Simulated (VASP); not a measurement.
A run of VASP 6.6.1:

The input INCAR:

```
PREC = Accurate
ENCUT = 520
EDIFF = 1E-8
ISMEAR = 0
SIGMA = 0.01
LREAL = False
LASPH = True
NELM = 60
ALGO = Normal
ISIF = 2
LWAVE = False
LCHARG = False
GGA = PS
IBRION = 8
NSW = 1
LEPSILON = True
```

KPOINTS

```
Automatic mesh
0
Gamma
  12 12 12
```

Contents of POSCAR:

```
BN
1.0
    0.0000000000      1.7744856826      1.7744856826
    1.7744856826      0.0000000000      1.7744856826
    1.7744856826      1.7744856826      0.0000000000
B N
1 1
Direct
    0.0000000000      0.0000000000      0.0000000000
    0.7500000000      0.7500000000      0.7500000000
```

Potentials or basis: VASP PAW PBE potentials, release 64 (B, N).

Command:

```console
$ cat potpaw_PBE.64/B/POTCAR potpaw_PBE.64/N/POTCAR > POTCAR
$ mpirun -np 1 vasp_std > vasp.out
```

Hardware: 1 thread of Intel(R) Xeon(R) Platinum 8488C (Sapphire Rapids), on a shared host.

Problem. How long does it take, and how much memory?

Solution. Wall time 98 s on 1 thread of Intel(R) Xeon(R) Platinum 8488C (Sapphire Rapids) (shared host), peak memory 0.18 GiB. Counts: scf iterations 106, k points 72.
